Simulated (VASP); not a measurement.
A run of VASP 6.6.1 is set up as follows.

File INCAR:

```
ALGO = Normal
EDIFF = 1E-6
ENCUT = 520
GGA = PE
ISIF = 2
ISMEAR = 0
ISPIN = 2
LASPH = T
LCHARG = F
LDAU = T
LDAUJ = 0 0
LDAUL = 2 -1
LDAUPRINT = 1
LDAUTYPE = 2
LDAUU = 3.32 0
LMAXMIX = 4
LORBIT = 11
LREAL = F
LWAVE = F
MAGMOM = 3 -1
NBANDS = 18
NELM = 150
PREC = Accurate
SIGMA = 0.02
```

KPOINTS

```
k-points
0
Gamma
  12 12 12
```

Contents of POSCAR:

```
CoO
1.0
    1.5054695445      0.8691832468      2.4399269062
   -1.5054695445      0.8691832468      2.4399269062
    0.0000000000     -1.7383664936      2.4399269062
Co O
1 1
Direct
    0.0000000000      0.0000000000      0.0000000000
    0.5000000000      0.5000000000      0.5000000000
```

Potentials or basis: VASP PAW PBE potentials, release 64 (Co, O).

Launch:

```console
$ cat potpaw_PBE.64/Co/POTCAR potpaw_PBE.64/O/POTCAR > POTCAR
$ mpirun -np 1 vasp_std > vasp.out
```

Question: What does it give for the band gap on the k mesh?

Answer: Zero (filled and empty bands overlap).

Question: Predict the site moments.

Answer: Co +2.73; O +0.25 μB.

Question: What does it give for the net moment?

Answer: 3.00 μB per cell.

Eigenvalues of the final occupation matrices:
| site | spin | trace | eigenvalues |
| --- | --- | --- | --- |
| site 1 d | 1 | 4.93 | 0.97 0.97 0.97 1.01 1.01 |
| site 1 d | 2 | 2.24 | 0.13 0.13 0.51 0.51 0.96 |

Caveat: a cell with one magnetic atom can't hold antiferromagnetic order, which such compounds often take. The state reached can hang on the start; a lower one may exist.
